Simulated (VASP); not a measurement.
# ZrGa3 (I4/mmm) in VASP: further runs

The runs below take ZrGa3 through single point, with LDA.

Program: VASP 6.6.1. These are calculated values, not measurements. Logs are shortened: lines on timing, memory, paths and dates and some standing lists are left out, and cuts for length are marked.

## Step 1: The cell of the first run

Symmetry: I4/mmm, No. 139, tetragonal system. The conventional cell has a = 3.892 Å, b = 3.892 Å, c = 8.729 Å, α = 90.00°, β = 90.00°, γ = 90.00°. Zr (site symmetry 4/mmm) has 12 Ga at 2.75 to 2.92 Å within 3.6 Å. Ga (site symmetry 4/mmm) has 4 Zr at 2.75 Å and 8 Ga at 2.92 Å within 3.6 Å. Ga (site symmetry -4m2) has 8 Ga at 2.75 to 2.92 Å and 4 Zr at 2.92 Å within 3.6 Å.

## Step 2: Single point, LDA (equal xx and yy strain of -2 %)

Input file INCAR:

```
PREC = Accurate
ENCUT = 520
EDIFF = 1E-7
ISMEAR = -1
SIGMA = 0.03
LREAL = F
LASPH = T
NELM = 80
ALGO = Normal
ISIF = 2
LWAVE = F
LCHARG = T
GGA = CA
LELF = T
LVHAR = T
NBANDS = 34
```

Input file KPOINTS:

```
Automatic mesh
0
Gamma
  12 12 12
```

Input file POSCAR:

```
ZrGa3
1.0
   -1.9457900000      1.9457900000      4.3645000000
    1.9457900000     -1.9457900000      4.3645000000
    1.9457900000      1.9457900000     -4.3645000000
Zr Ga
1 3
Direct
    0.0000000000      0.0000000000      0.0000000000
    0.5000000000      0.5000000000      0.0000000000
    0.7500000000      0.2500000000      0.5000000000
    0.2500000000      0.7500000000      0.5000000000
```

Potentials or basis: VASP PAW LDA potentials, release 64 (Zr_sv, Ga_d).

Started as:

```bash
$ cat potpaw_LDA.64/Zr_sv/POTCAR potpaw_LDA.64/Ga_d/POTCAR > POTCAR
$ mpirun -np 1 vasp_std > vasp.out
```

OUTCAR:

```text
PREC = Accurate
   ENCUT = 520
   EDIFF = 1E-7
   ISMEAR = -1
   LREAL = F
   LASPH = T
   NELM = 80
   ISIF = 2
   GGA = CA

 ion  position               nearest neighbor table
   1  0.000  0.000  0.000-   2 2.75   2 2.75   2 2.75   2 2.75   4 2.92   3 2.92   4 2.92   3 2.92
                             3 2.92   3 2.92   4 2.92   4 2.92
   2  0.500  0.500  0.000-   1 2.75   1 2.75   1 2.75   1 2.75
   3  0.750  0.250  0.500-   4 2.75   4 2.75   4 2.75   4 2.75   1 2.92   1 2.92   1 2.92   1 2.92

   4  0.250  0.750  0.500-   3 2.75   3 2.75   3 2.75   3 2.75   1 2.92   1 2.92   1 2.92   1 2.92

  LATTYP: Found a body centered tetragonal cell.
 ALAT       =     3.8915800000
 C/A-ratio  =     2.2430478109

  Lattice vectors:

 A1 = (  -1.9457900000,   1.9457900000,   4.3645000000)
 A2 = (   1.9457900000,  -1.9457900000,   4.3645000000)
 A3 = (   1.9457900000,   1.9457900000,  -4.3645000000)

Analysis of symmetry for initial positions (statically):
=====================================================================
 Subroutine PRICEL returns:
 Original cell was already a primitive cell.

 Routine SETGRP: Setting up the symmetry group for a
 body centered tetragonal supercell.

 Subroutine GETGRP returns: Found 16 space group operations
 (whereof 16 operations were pure point group operations)
 out of a pool of 16 trial point group operations.

The static configuration has the point symmetry D_4h.

Analysis of symmetry for dynamics (positions and initial velocities):
=====================================================================
 Subroutine PRICEL returns:
 Original cell was already a primitive cell.

 Routine SETGRP: Setting up the symmetry group for a
 body centered tetragonal supercell.

 Subroutine GETGRP returns: Found 16 space group operations
 (whereof 16 operations were pure point group operations)
 out of a pool of 16 trial point group operations.

The dynamic configuration has the point symmetry D_4h.

 Subroutine INISYM returns: Found 16 space group operations
 (whereof 16 operations are pure point group operations),
 and found     1 'primitive' translations

----------------------------------------------------------------------------------------

                                     Primitive cell

  volume of cell :      66.0977

  direct lattice vectors                    reciprocal lattice vectors
    -1.945790000  1.945790000  4.364500000     0.000000000  0.256965037  0.114560660
     1.945790000 -1.945790000  4.364500000     0.256965037  0.000000000  0.114560660
     1.945790000  1.945790000 -4.364500000     0.256965037  0.256965037  0.000000000

  length of vectors
     5.159559836  5.159559836  5.159559836     0.281345295  0.281345295  0.363403441

  position of ions in fractional coordinates (direct lattice)
     0.000000000  0.000000000  0.000000000
     0.500000000  0.500000000  0.000000000
     0.750000000  0.250000000  0.500000000
     0.250000000  0.750000000  0.500000000

  ion indices of the primitive-cell ions
   primitive index   ion index
                 1           1
                 2           2
                 3           3
                 4           4

----------------------------------------------------------------------------------------

 KPOINTS: Automatic mesh

Automatic generation of k-mesh.
 Grid dimensions read from file:
 generate k-points for:   12   12   12

 Generating k-lattice:

  Cartesian coordinates                     Fractional coordinates (reciprocal lattice)
     0.000000000  0.021413753  0.009546722     0.083333333  0.000000000  0.000000000
     0.021413753  0.000000000  0.009546722     0.000000000  0.083333333  0.000000000
     0.021413753  0.021413753  0.000000000     0.000000000  0.000000000  0.083333333

  Length of vectors
     0.023445441  0.023445441  0.030283620

  Shift w.r.t. Gamma in fractional coordinates (k-lattice)
     0.000000000  0.000000000  0.000000000

 Subroutine IBZKPT returns following result:
 ===========================================

 Found    163 irreducible k-points:

 Following reciprocal coordinates:
            Coordinates               Weight
  0.000000  0.000000  0.000000      1.000000
  0.083333 -0.000000  0.000000      8.000000
  0.166667 -0.000000  0.000000      8.000000
  0.250000  0.000000  0.000000      8.000000
  0.333333  0.000000  0.000000      8.000000
  0.416667 -0.000000  0.000000      8.000000
[... 16 lines left out ...]
  0.500000  0.166667  0.000000     16.000000
 -0.416667  0.166667 -0.000000     16.000000
 [... further k-points ...]
   k-points           NKPTS =    163   k-points in BZ     NKDIM =    163   number of bands    NBANDS=     34
   number of dos      NEDOS =    301   number of ions     NIONS =      4
   total plane-waves  NPLWV =  64000
   dimension x,y,z NGX =    40 NGY =   40 NGZ =   40
   dimension x,y,z NGXF=    80 NGYF=   80 NGZF=   80
   ions per type =               1   3
   NGX,Y,Z   is equivalent  to a cutoff of  12.89, 12.89, 12.89 a.u.
   NGXF,Y,Z  is equivalent  to a cutoff of  25.78, 25.78, 25.78 a.u.
 SYSTEM =  unknown system
   PREC   = accura    normal or accurate (medium, high low for compatibility)
   ISTART =      0    job   : 0-new  1-cont  2-samecut
   ICHARG =      2    charge: 1-file 2-atom 10-const
   ISPIN  =      1    spin polarized calculation?
   LNONCOLLINEAR =      F non collinear calculations
   LSORBIT =      F    spin-orbit coupling
   LASPH  =      T    aspherical Exc in radial PAW
   ENCUT  =  520.0 eV  38.22 Ry    6.18 a.u.   9.59  9.59  9.59*2*pi/ulx,y,z
   NELM   =     80;   NELMIN=  2; NELMDL= -5     # of ELM steps
   EDIFF  = 0.1E-06   stopping-criterion for ELM
   LREAL  =      F    real-space projection
   EDIFFG = 0.1E-05   stopping-criterion for IOM
   NSW    =      0    number of steps for IOM
   IBRION =     -1    ionic relax: 0-MD 1-quasi-New 2-CG
   NFREE  =      0    steps in history (QN), initial steepest desc. (CG)
   ISIF   =      2    stress and relaxation
   ISYM   =      2    0-nonsym 1-usesym 2-fastsym
   POTIM  = 0.5000    time-step for ionic-motion
   TEBEG  =    0.0;   TEEND  =   0.0 temperature during run
   PSTRESS=    0.0 pullay stress
   NELECT =      51.0000    total number of electrons
   NUPDOWN=      -1.0000    fix difference up-down
   EMIN   =  10.00;   EMAX   =-10.00  energy-range for DOS
   EFERMI =   0.00;   METHOD = LEGACY
   ISMEAR =    -1;   SIGMA  =   0.03  broadening in eV -4-tet -1-fermi 0-gaus
   EFERMI_NEDOS =   21; number of points for ismear=-14 and -15
   IALGO  =     38    algorithm
   IMIX   =      4    mixing-type and parameters
     AMIX     =   0.40;   BMIX     =  1.00
     AMIX_MAG =   1.60;   BMIX_MAG =  1.00
  volume/ion in A,a.u.               =      16.52       111.51
  Fermi-wavevector in a.u.,A,eV,Ry     =   1.501537  2.837494 30.675883  2.254614
  Thomas-Fermi vector in A             =   2.612895
   LORBIT       =      0    0 simple, 1 ext, 2 COOP (PROOUT), +10 PAW based schemes
   GGA     = CA    functional components
   LHFCALC =     F    Hartree Fock is set to
   AEXX    =    0.0000 exact exchange contribution
   IVDW    =     0    specifies the selected vdW correction
   LEPSILON=     F    determine dielectric tensor
   LRPA    =     F    only Hartree local field effects (RPA)
 non-spin polarized calculation
  energy-cutoff  :      520.00
  volume of cell :       66.10
 maximum number of plane-waves:      1800
   NGX = 19   NGY = 19   NGZ = 19

 number of electron      51.0000010 magnetization

 Free energy of the ion-electron system (eV)
  ---------------------------------------------------
  ext. energy  EPLUGINS =         0.00000000
  ---------------------------------------------------
  free energy    TOTEN  =       -22.25345365 eV

  energy without entropy =      -22.25010898  energy(sigma->0) =      -22.25178132

 E-fermi :   7.9433     XC(G=0): -12.2980

 val. band max:        7.9341499333   @ k =  -0.3333  -0.3333   0.2500
 cond. band min:       7.9498744734   @ k =  -0.4167  -0.4167   0.4167
 fundamental gap:      0.0157245400
 Fermi energy:         7.9433106442

 k-point     1 :       0.0000    0.0000    0.0000
  band No.  band energies     occupation
      1     -40.2135      2.00000
      2     -18.4800      2.00000
      3     -18.4800      2.00000
      4     -18.4370      2.00000
      5      -7.0005      2.00000
      6      -6.8850      2.00000
[... 26 lines left out ...]
     33      13.2736      0.00000
     34      14.6767      0.00000

 k-point     2 :       0.0833   -0.0000    0.0000
  band No.  band energies     occupation
      1     -40.2131      2.00000
      2     -18.4878      2.00000
      3     -18.4799      2.00000
      4     -18.4368      2.00000
      5      -6.9911      2.00000
      6      -6.8833      2.00000
[... 26 lines left out ...]
     33      13.7550      0.00000
     34      15.0908      0.00000

 k-point     3 :       0.1667   -0.0000    0.0000
  band No.  band energies     occupation
      1     -40.2122      2.00000
      2     -18.5090      2.00000
      3     -18.4794      2.00000
      4     -18.4364      2.00000
      5      -6.9633      2.00000
      6      -6.8777      2.00000
[... 26 lines left out ...]
     33      14.2280      0.00000
     34      15.7347      0.00000
[... 704 lines left out ...]
 k-point    23 :       0.5000    0.1667    0.0000
  band No.  band energies     occupation
      1     -40.2072      2.00000
      2     -18.5888      2.00000
      3     -18.5013      2.00000
      4     -18.4313      2.00000
      5      -6.8481      2.00000
      6      -6.8420      2.00000
[... 26 lines left out ...]
     33      14.7216      0.00000
     34      15.8046      0.00000

 k-point    24 :      -0.4167    0.1667   -0.0000
  band No.  band energies     occupation
      1     -40.2076      2.00000
      2     -18.5817      2.00000
      3     -18.5017      2.00000
      4     -18.4307      2.00000
      5      -6.8555      2.00000
      6      -6.8375      2.00000
[... 26 lines left out ...]
     33      14.9963      0.00000
     34      15.5492      0.00000

 [... further k-points ...]

------------------------ aborting loop because EDIFF is reached ----------------------------------------

  FORCE on cell =-STRESS in cart. coord.  units (eV):
  Direction    XX          YY          ZZ          XY          YZ          ZX
  --------------------------------------------------------------------------------------
  -------------------------------------------------------------------------------------
  Total       -1.3545863     -1.3545863      1.5308163      0.0000000     -0.0000000      0.0000000
  in kB      -32.8345335    -32.8345335     37.1062636      0.0000000     -0.0000000      0.0000000
  external PRESSURE =      -9.5209345 kB  Pullay stress =       0.0000000 kB

 VOLUME and BASIS-vectors are now :
 -----------------------------------------------------------------------------
  energy-cutoff  :      520.00
  volume of cell :       66.10
      direct lattice vectors                 reciprocal lattice vectors
    -1.945790000  1.945790000  4.364500000     0.000000000  0.256965037  0.114560660
     1.945790000 -1.945790000  4.364500000     0.256965037  0.000000000  0.114560660
     1.945790000  1.945790000 -4.364500000     0.256965037  0.256965037  0.000000000

 POSITION                                       TOTAL-FORCE (eV/Angst)
 -----------------------------------------------------------------------------------
      0.00000      0.00000      0.00000        -0.000000     -0.000000      0.000000
      0.00000      0.00000      4.36450        -0.000000     -0.000000      0.000000
     -0.00000      1.94579      2.18225        -0.000000      0.000000     -0.000000
      1.94579     -0.00000      2.18225         0.000000     -0.000000      0.000000
 -----------------------------------------------------------------------------------
    total drift:                               -0.000000     -0.000000      0.000000

  FREE ENERGIE OF THE ION-ELECTRON SYSTEM (eV)
  ---------------------------------------------------
  free  energy   TOTEN  =       -22.2534536532 eV

  energy  without entropy=      -22.2501089776  energy(sigma->0) =      -22.25178132
```

It took 5.2 min on 1 thread of Intel Xeon Platinum 8488C (Sapphire Rapids), shared host; peak memory 0.42 GiB.

What came out:

- Free energy: -22.2535 eV
- Pressure: -1.0 GPa
- Band gap on the k mesh: zero (an odd number of electrons rules out a gap without spin polarisation)

Stress tensor (GPa, compression positive):
```
-3.28  0.00  0.00
 0.00 -3.28  0.00
 0.00  0.00  3.71
```

Caveat: the cell differs from its parent crystal (equal xx and yy strain of -2 %).

## Step 3: Single point, LDA (equal xx and yy strain of -1 %)

Input file INCAR:

```
PREC = Accurate
ENCUT = 520
EDIFF = 1E-7
ISMEAR = -1
SIGMA = 0.03
LREAL = False
LASPH = True
NELM = 60
ALGO = Normal
ISIF = 2
LWAVE = False
LCHARG = False
GGA = CA
NBANDS = 34
```

Input file KPOINTS:

```
regular mesh
0
Gamma
  12 12 12
```

Input file POSCAR:

```
ZrGa3
1.0
   -1.9656450000      1.9656450000      4.3645000000
    1.9656450000     -1.9656450000      4.3645000000
    1.9656450000      1.9656450000     -4.3645000000
Zr Ga
1 3
Direct
    0.0000000000      0.0000000000      0.0000000000
    0.5000000000      0.5000000000      0.0000000000
    0.7500000000      0.2500000000      0.5000000000
    0.2500000000      0.7500000000      0.5000000000
```

Potentials or basis: VASP PAW LDA potentials, release 64 (Zr_sv, Ga_d).

Started as:

```bash
$ cat potpaw_LDA.64/Zr_sv/POTCAR potpaw_LDA.64/Ga_d/POTCAR > POTCAR
$ mpirun -np 1 vasp_std > vasp.out
```

It took 5.1 min on 1 thread of Intel Xeon Platinum 8488C (Sapphire Rapids), shared host; peak memory 0.43 GiB.

Results (log left out):

* Free energy: -22.2144 eV
* Pressure: -3.2 GPa
* Band gap on the k mesh: zero (an odd number of electrons rules out a gap without spin polarisation)

Stress tensor (GPa, compression positive):
```
-5.95  0.00  0.00
 0.00 -5.95  0.00
 0.00  0.00  2.42
```

Levels at points of the mesh, in eV from the Fermi level:
| k point | band 24 | band 25 | band 26 | band 27 | band 28 | band 29 |
| --- | --- | --- | --- | --- | --- | --- |
| (0.00, 0.00, 0.00) | -1.57 | -1.57 | -0.49 | 1.74 | 2.10 | 2.10 |
| (0.50, 0.00, 0.00) | -1.54 | -0.27 | 0.64 | 2.47 | 2.58 | 2.62 |
| (0.50, 0.50, 0.00) | -2.37 | -2.31 | -1.26 | 2.71 | 2.86 | 3.04 |
| (0.50, 0.50, 0.50) | -1.05 | 0.05 | 1.32 | 1.32 | 1.80 | 3.61 |

Caveat: the cell differs from its parent crystal (equal xx and yy strain of -1 %); the cell stands under tension.

[end of part 1 of 2]
